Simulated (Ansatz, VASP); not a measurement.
## Ru: VASP beside Ansatz

INCAR

```
PREC = Accurate
ENCUT = 560
EDIFF = 1E-6
ISMEAR = -1
SIGMA = 0.1
LREAL = F
LASPH = T
NELM = 120
ALGO = Normal
ISIF = 2
LWAVE = F
LCHARG = F
NBANDS = 23
GGA_COMPAT = F
```

File KPOINTS:

```
Automatic mesh
0
Gamma
  11 11 6
```

The input POSCAR:

```
Ru
1.0
    2.6775346364      0.0000000000      0.0000000000
   -1.3387673182      2.3188130146      0.0000000000
    0.0000000000      0.0000000000      4.2181251212
Ru
2
Direct
    0.3333333333      0.6666666667      0.2500000000
    0.6666666667      0.3333333333      0.7500000000
```

Input for Ansatz:

```yaml
crystal:
  lattice:
    - [2.6775346364, 0.0, 0.0]
    - [-1.3387673182, 2.3188130146, 0.0]
    - [0.0, 0.0, 4.2181251212]
  atoms:
    - { symbol: Ru, position: [0.3333333333, 0.6666666667, 0.25] }
    - { symbol: Ru, position: [0.6666666667, 0.3333333333, 0.75] }
hamiltonian:
  xc: lda
  pseudopotentials:
    kind: paw
    azcp:
      Ru: "pseudopotentials/Ru.paw.azcp"
basis:
  ecutwfc: 420
  fft_grid_basis: typed
kpoints:
  mp_grid: { grid: [11, 11, 6], shift: [0, 0, 0] }
magnetization:
  spin_polarized: false
scf:
  occupations: { method: fermi_dirac, width: 0.1 }
  lower_state_search: "off"
output:
  stress: true
```

Alike in both runs: task single point; functional LDA; k mesh 11 × 11 × 6; occupations fermi-dirac, width 0.1 eV; no spin polarisation.

|  | VASP | Ansatz |
| --- | --- | --- |
| version | VASP 6.6.1 | Ansatz 0.2.0 |
| potentials or method | VASP PAW LDA potentials, release 64 (Ru_sv), cutoff 560 eV | plane waves (420 eV) with PAW, scalar-relativistic |
| valence electrons in the cell | 32 | 32 |

```csv
,VASP,Ansatz,Ansatz less VASP
pressure (GPa),0.6,0.1,-0.54
"traceless stress, the component that is largest in VASP (GPa)",1.38,1.36,-0.019
```

Ansatz warns that its potentials were made for another functional, while VASP's fit it. LDA's correlation is that of Perdew and Zunger in VASP and of Perdew and Wang (1992) in Ansatz.
